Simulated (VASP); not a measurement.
# C in VASP: single point with PBE+D3(BJ)

Aim: the single point of C with PBE+D3(BJ).

Everything below comes from runs of VASP 6.6.1. Logs are shortened: lines on timing, memory, paths and dates and some standing lists are left out, and cuts for length are marked.

**1. The cell of the first run**

The cell holds a slab with vacuum, 4 atoms: a = 2.466 Å, b = 2.466 Å, c = 17.500 Å, α = 90.00°, β = 90.00°, γ = 120.00°.

**2. Single point, PBE+D3(BJ) (layers slid over each other)**

INCAR

```
SYSTEM = C
PREC = Accurate ; ENCUT = 520
EDIFF = 1E-6 ; ISMEAR = 0
SIGMA = 0.1 ; LREAL = .False.
LASPH = .True. ; NELM = 100
ALGO = Normal ; ISIF = 2
LWAVE = .False. ; LCHARG = .False.
LDIPOL = .True. ; IDIPOL = 3
DIPOL = 0.5 0.5 0.356 ; GGA = PE
IVDW = 12 ; NBANDS = 16
```

KPOINTS

```
regular mesh
0
Gamma
  15 15 1
  0 0 0
```

POSCAR

```
C
1.0
    2.4656524409      0.0000000000      0.0000000000
   -1.2328262205      2.1353176508      0.0000000000
    0.0000000000      0.0000000000     17.5000663883
C
4
Direct
    0.6666666667      0.3333333333      0.2571437784
    0.3333333333      0.6666666667      0.2571418816
    0.6666666667      0.5000000000      0.4548592109
    1.0000000000      0.1666666667      0.4548573141
```

Potentials or basis: VASP PAW PBE potentials, release 64 (C).

Run with:

```console
$ cat potpaw_PBE.64/C/POTCAR > POTCAR
$ mpirun -np 1 vasp_std > vasp.out
```

OUTCAR:

```text
SYSTEM = C
   PREC = Accurate
   ENCUT = 520
   EDIFF = 1E-6
   ISMEAR = 0
   LREAL = .False.
   LASPH = .True.
   NELM = 100
   ISIF = 2
   GGA = PE
   IVDW = 12
 IVDW          = 12

 ion  position               nearest neighbor table
   1  0.667  0.333  0.257-   2 1.42   2 1.42   2 1.42
   2  0.333  0.667  0.257-   1 1.42   1 1.42   1 1.42
   3  0.667  0.500  0.455-   4 1.42   4 1.42   4 1.42
   4  0.000  0.167  0.455-   3 1.42   3 1.42   3 1.42

  LATTYP: Found a hexagonal cell.
 ALAT       =     2.4656524409
 C/A-ratio  =     7.0975398227

  Lattice vectors:

 A1 = (   2.4656524409,   0.0000000000,   0.0000000000)
 A2 = (  -1.2328262205,   2.1353176508,   0.0000000000)
 A3 = (   0.0000000000,   0.0000000000,  17.5000663883)

Analysis of symmetry for initial positions (statically):
=====================================================================
 Subroutine PRICEL returns:
 Original cell was already a primitive cell.

 Routine SETGRP: Setting up the symmetry group for a
 hexagonal supercell.

 Subroutine GETGRP returns: Found  2 space group operations
 (whereof  1 operations were pure point group operations)
 out of a pool of 24 trial point group operations.

The static configuration has the point symmetry C_1 .
 The point group associated with its full space group is S_2 .

Analysis of symmetry for dynamics (positions and initial velocities):
=====================================================================
 Subroutine PRICEL returns:
 Original cell was already a primitive cell.

 Routine SETGRP: Setting up the symmetry group for a
 hexagonal supercell.

 Subroutine GETGRP returns: Found  2 space group operations
 (whereof  1 operations were pure point group operations)
 out of a pool of 24 trial point group operations.

The dynamic configuration has the point symmetry C_1 .
 The point group associated with its full space group is S_2 .

 Subroutine INISYM returns: Found  2 space group operations
 (whereof  1 operations are pure point group operations),
 and found     1 'primitive' translations

----------------------------------------------------------------------------------------

                                     Primitive cell

  volume of cell :      92.1370

  direct lattice vectors                    reciprocal lattice vectors
     2.465652441  0.000000000  0.000000000     0.405572166  0.234157199  0.000000000
    -1.232826221  2.135317651  0.000000000     0.000000000  0.468314398  0.000000000
     0.000000000  0.000000000 17.500066388     0.000000000  0.000000000  0.057142640

  length of vectors
     2.465652441  2.465652441 17.500066388     0.468314398  0.468314398  0.057142640

  position of ions in fractional coordinates (direct lattice)
     0.666666667  0.333333333  0.257143778
     0.333333333  0.666666667  0.257141882
     0.666666667  0.500000000  0.454859211
     0.000000000  0.166666667  0.454857314

  ion indices of the primitive-cell ions
   primitive index   ion index
                 1           1
                 2           2
                 3           3
                 4           4

----------------------------------------------------------------------------------------

 KPOINTS: regular mesh

Automatic generation of k-mesh.
 Grid dimensions read from file:
 generate k-points for:   15   15    1

 Generating k-lattice:

  Cartesian coordinates                     Fractional coordinates (reciprocal lattice)
     0.027038144  0.015610480  0.000000000     0.066666667  0.000000000  0.000000000
     0.000000000  0.031220960  0.000000000     0.000000000  0.066666667  0.000000000
     0.000000000  0.000000000  0.057142640     0.000000000  0.000000000  1.000000000

  Length of vectors
     0.031220960  0.031220960  0.057142640

  Shift w.r.t. Gamma in fractional coordinates (k-lattice)
     0.000000000  0.000000000  0.000000000

 Subroutine IBZKPT returns following result:
 ===========================================

 Found    113 irreducible k-points:

 Following reciprocal coordinates:
            Coordinates               Weight
  0.000000  0.000000  0.000000      1.000000
  0.066667  0.000000  0.000000      2.000000
  0.000000  0.066667  0.000000      2.000000
 -0.066667  0.066667  0.000000      2.000000
  0.133333 -0.000000  0.000000      2.000000
  0.000000  0.133333  0.000000      2.000000
[... 16 lines left out ...]
  0.066667  0.066667  0.000000      2.000000
 -0.066667  0.133333  0.000000      2.000000
 [... further k-points ...]
   k-points           NKPTS =    113   k-points in BZ     NKDIM =    113   number of bands    NBANDS=     16
   number of dos      NEDOS =    301   number of ions     NIONS =      4
   total plane-waves  NPLWV =  45360
   dimension x,y,z NGX =    18 NGY =   18 NGZ =  140
   dimension x,y,z NGXF=    36 NGYF=   36 NGZF=  280
   ions per type =               4
   NGX,Y,Z   is equivalent  to a cutoff of  12.14, 12.14, 13.30 a.u.
   NGXF,Y,Z  is equivalent  to a cutoff of  24.27, 24.27, 26.60 a.u.
 SYSTEM =  C
   PREC   = accura    normal or accurate (medium, high low for compatibility)
   ISTART =      0    job   : 0-new  1-cont  2-samecut
   ICHARG =      2    charge: 1-file 2-atom 10-const
   ISPIN  =      1    spin polarized calculation?
   LNONCOLLINEAR =      F non collinear calculations
   LSORBIT =      F    spin-orbit coupling
   LASPH  =      T    aspherical Exc in radial PAW
   ENCUT  =  520.0 eV  38.22 Ry    6.18 a.u.   4.58  4.58 32.54*2*pi/ulx,y,z
   NELM   =    100;   NELMIN=  2; NELMDL= -5     # of ELM steps
   EDIFF  = 0.1E-05   stopping-criterion for ELM
   LREAL  =      F    real-space projection
   EDIFFG = 0.1E-04   stopping-criterion for IOM
   NSW    =      0    number of steps for IOM
   IBRION =     -1    ionic relax: 0-MD 1-quasi-New 2-CG
   NFREE  =      0    steps in history (QN), initial steepest desc. (CG)
   ISIF   =      2    stress and relaxation
   ISYM   =      2    0-nonsym 1-usesym 2-fastsym
   POTIM  = 0.5000    time-step for ionic-motion
   TEBEG  =    0.0;   TEEND  =   0.0 temperature during run
   PSTRESS=    0.0 pullay stress
   NELECT =      16.0000    total number of electrons
   NUPDOWN=      -1.0000    fix difference up-down
   EMIN   =  10.00;   EMAX   =-10.00  energy-range for DOS
   EFERMI =   0.00;   METHOD = LEGACY
   ISMEAR =     0;   SIGMA  =   0.10  broadening in eV -4-tet -1-fermi 0-gaus
   EFERMI_NEDOS =   21; number of points for ismear=-14 and -15
   IALGO  =     38    algorithm
   IMIX   =      4    mixing-type and parameters
     AMIX     =   0.40;   BMIX     =  1.00
     AMIX_MAG =   1.60;   BMIX_MAG =  1.00
  volume/ion in A,a.u.               =      23.03       155.44
  Fermi-wavevector in a.u.,A,eV,Ry     =   0.913349  1.725980 11.350070  0.834207
  Thomas-Fermi vector in A             =   2.037850
   LORBIT       =      0    0 simple, 1 ext, 2 COOP (PROOUT), +10 PAW based schemes
   GGA     = PE    functional components
   LHFCALC =     F    Hartree Fock is set to
   AEXX    =    0.0000 exact exchange contribution
   IVDW    =    12    specifies the selected vdW correction
   LEPSILON=     F    determine dielectric tensor
   LRPA    =     F    only Hartree local field effects (RPA)
 non-spin polarized calculation
 Gauss-broadening in eV      SIGMA  =   0.10
  energy-cutoff  :      520.00
  volume of cell :       92.14
 maximum number of plane-waves:      2516
   NGX =  9   NGY =  9   NGZ = 65

 dipolmoment           0.000000      0.000000      0.000138 electrons x Angstroem

 number of electron      15.9999996 magnetization

 dipolmoment           0.000000      0.000000     -0.000265 electrons x Angstroem

 Free energy of the ion-electron system (eV)
  ---------------------------------------------------
  ext. energy  EPLUGINS =         0.00000000
  ---------------------------------------------------
  free energy    TOTEN  =       -36.88106247 eV

  energy without entropy =      -36.88063793  energy(sigma->0) =      -36.88085020

 E-fermi :  -0.8336     XC(G=0):  -4.4581

 val. band max:       -0.9263766469   @ k =   0.3333   0.3333   0.0000
 cond. band min:      -0.7408219982   @ k =   0.3333   0.3333   0.0000
 fundamental gap:      0.1855546487
 Fermi energy:        -0.8335913179

 k-point     1 :       0.0000    0.0000    0.0000
  band No.  band energies     occupation
      1     -20.4060      2.00000
      2     -20.2878      2.00000
      3      -8.8517      2.00000
      4      -8.0189      2.00000
      5      -3.8693      2.00000
      6      -3.8663      2.00000
[... 8 lines left out ...]
     15       7.4861      0.00000
     16       7.4923      0.00000

 k-point     2 :       0.0667    0.0000    0.0000
  band No.  band energies     occupation
      1     -20.3005      2.00000
      2     -20.1832      2.00000
      3      -8.7246      2.00000
      4      -7.8955      2.00000
      5      -4.2939      2.00000
      6      -4.2827      2.00000
[... 8 lines left out ...]
     15       7.5550      0.00000
     16       7.9357      0.00000

 k-point     3 :       0.0000    0.0667    0.0000
  band No.  band energies     occupation
      1     -20.3005      2.00000
      2     -20.1832      2.00000
      3      -8.7247      2.00000
      4      -7.8954      2.00000
      5      -4.2930      2.00000
      6      -4.2838      2.00000
[... 8 lines left out ...]
     15       7.5491      0.00000
     16       7.9256      0.00000
[... 362 lines left out ...]
 k-point    23 :       0.0667    0.0667    0.0000
  band No.  band energies     occupation
      1     -20.0900      2.00000
      2     -19.9742      2.00000
      3      -8.4717      2.00000
      4      -7.6494      2.00000
      5      -5.0152      2.00000
      6      -5.0107      2.00000
[... 8 lines left out ...]
     15       7.7326      0.00000
     16       8.7471      0.00000

 k-point    24 :      -0.0667    0.1333    0.0000
  band No.  band energies     occupation
      1     -20.0900      2.00000
      2     -19.9742      2.00000
      3      -8.4716      2.00000
      4      -7.6495      2.00000
      5      -5.0182      2.00000
      6      -5.0075      2.00000
[... 8 lines left out ...]
     15       7.7390      0.00000
     16       8.7210      0.00000

 [... further k-points ...]

------------------------ aborting loop because EDIFF is reached ----------------------------------------

 vacuum level on the upper side and lower side of the slab       (xc-potential included)        -0.290        -0.282

 Edisp (eV)   -0.46948

 E8    (eV) :    -0.1399

  FORCE on cell =-STRESS in cart. coord.  units (eV):
  Direction    XX          YY          ZZ          XY          YZ          ZX
  --------------------------------------------------------------------------------------
  -------------------------------------------------------------------------------------
  Total       0.14005     0.10984    -0.06669    -0.00576    -0.01267     0.02106
  in kB       2.43535     1.90996    -1.15964    -0.10020    -0.22024     0.36618
  external pressure =        1.06 kB  Pullay stress =        0.00 kB

 VOLUME and BASIS-vectors are now :
 -----------------------------------------------------------------------------
  energy-cutoff  :      520.00
  volume of cell :       92.14
      direct lattice vectors                 reciprocal lattice vectors
     2.465652441  0.000000000  0.000000000     0.405572166  0.234157199  0.000000000
    -1.232826221  2.135317651  0.000000000     0.000000000  0.468314398  0.000000000
     0.000000000  0.000000000 17.500066388     0.000000000  0.000000000  0.057142640

 POSITION                                       TOTAL-FORCE (eV/Angst)
 -----------------------------------------------------------------------------------
      1.23283      0.71177      4.50003        -0.003028      0.002827      0.010895
     -0.00000      1.42355      4.50000        -0.003057      0.000834      0.001491
      1.02736      1.06766      7.96007         0.003028     -0.002827     -0.010895
     -0.20547      0.35589      7.96003         0.003057     -0.000834     -0.001491
 -----------------------------------------------------------------------------------
    total drift:                               -0.000000      0.000004     -0.059390

  FREE ENERGIE OF THE ION-ELECTRON SYSTEM (eV)
  ---------------------------------------------------
  free  energy   TOTEN  =       -37.3505380958 eV

  energy  without entropy=      -37.3501135486  energy(sigma->0) =      -37.35032582

 vacuum level on the upper side and lower side of the slab         3.259         3.266
```

It took 4.2 min on 1 thread of Intel Xeon 8259CL, shared host; peak memory 0.28 GiB.

What came out:

```
Free energy                : -37.3505 eV
Largest force              : 0.012 eV/Å
Dispersion energy per atom : -0.117 eV
```

Forces on the atoms (eV/Å):
```
C   -0.003  0.003  0.011
C   -0.003  0.001  0.001
C    0.003 -0.003 -0.011
C    0.003 -0.001 -0.001
```

Caveat: the cell differs from its parent crystal (layers slid over each other).
